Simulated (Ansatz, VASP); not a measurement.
**Cr2Pd: VASP beside Ansatz**

```
Cr Pd
1.0
     0.00000    2.86704    2.86704
     2.86704    0.00000    2.86704
     2.86704    2.86704    0.00000
Cr Pd
2 1
Direct
  0.25000 0.25000 0.25000
  0.75000 0.75000 0.75000
  0.00000 0.00000 0.00000
```

Alike in both runs: functional PBE; k mesh 6 × 6 × 6; occupations gaussian, width 0.1 eV; no spin polarisation.

Ansatz relaxed the structure, and its values are those at the end. VASP's run is a single point on that final structure, the one shown.

|  | VASP | Ansatz |
| --- | --- | --- |
| version | VASP 6.6.1 | Ansatz 0.2.0 |
| potentials or method | VASP PAW PBE potentials, release 64 (Cr_pv, Pd), cutoff 520 eV | scalar-relativistic, plane waves, PAW |
| valence electrons in the cell | 34 | 46 |

|  | VASP | Ansatz | Ansatz less VASP |
| --- | --- | --- | --- |
| gap on the k mesh at the Fermi level (eV) | none | none | - |
| pressure (GPa) | -0.1 | 0.2 | +0.30 |

A gap of «none» marks a metal or a gap that the smearing closes. With one functional, cell and mesh, what is left measures potentials, basis and numerics. VASP's potentials hold 34 valence electrons a cell and Ansatz's 46, so a difference there can come from the potentials and not from the codes.
